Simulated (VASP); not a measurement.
Set up this calculation in VASP 6.6.1, as the native input.

- Task: single point
- Functional: PBE
- Dispersion: D3(BJ)
- Potentials or basis: VASP PAW PBE potentials, release 64 (Mg, Co)
- Cutoff: 520 eV
- k mesh: 7 × 7 × 7
- Occupations: fermi-dirac, width 0.1 eV
- Spin: collinear spin, ferrimagnetic start
- Starting moments: [-0.01, -0.01, -0.01, 0.94] μB
- Fixed moment: 0.8 μB
- Dipole correction: no
- Further INCAR settings: ALGO = Normal; EDIFF = 1e-06; NBANDS = 20

The structure of Mg3Co lies in POSCAR:

```
Mg3Co
1.0
    0.0000000000      3.2541780000      3.2541780000
    3.2541780000      0.0000000000      3.2541780000
    3.2541780000      3.2541780000      0.0000000000
Mg Co
3 1
Direct
    0.2500000000      0.2500000000      0.2500000000
    0.5000000000      0.5000000000      0.5000000000
    0.7500000000      0.7500000000      0.7500000000
    0.0000000000      0.0000000000      0.0000000000
```

The input as run:

INCAR

```
  PREC = Accurate
  ENCUT = 520
  EDIFF = 1E-6
  ISMEAR = -1
  SIGMA = 0.1
  LREAL = F
  LASPH = T
  NELM = 150
  ALGO = Normal
  ISIF = 2
  LWAVE = F
  LCHARG = T
  ISPIN = 2
  MAGMOM = -0.01 -0.01 -0.01 0.94
  LORBIT = 11
  NUPDOWN = 0.8
  LMAXMIX = 4
  GGA = PE
  IVDW = 12
  LELF = T
  LVHAR = T
  NBANDS = 20
```

KPOINTS

```
Automatic mesh
0
Gamma
  7 7 7
```

Potentials or basis: VASP PAW PBE potentials, release 64 (Mg, Co).

Command:

```console
$ cat potpaw_PBE.64/Mg/POTCAR potpaw_PBE.64/Co/POTCAR > POTCAR
$ mpirun -np 1 vasp_std > vasp.out
```

Results of the run:

The pressure is -2.6 GPa, the net moment is 0.80 μB per cell and the site moments are Mg -0.01; Co +0.84 μB. The valence electrons inside the program's atomic spheres are Mg 0.40; Co 8.00 and the dispersion energy per atom is -0.343 eV.

Caveat: the total moment is fixed, so each spin has its own Fermi level.

Run time: 48 s on 1 thread of Intel(R) Xeon(R) Platinum 8488C (Sapphire Rapids), with other jobs on the host, peak memory 0.26 GiB.
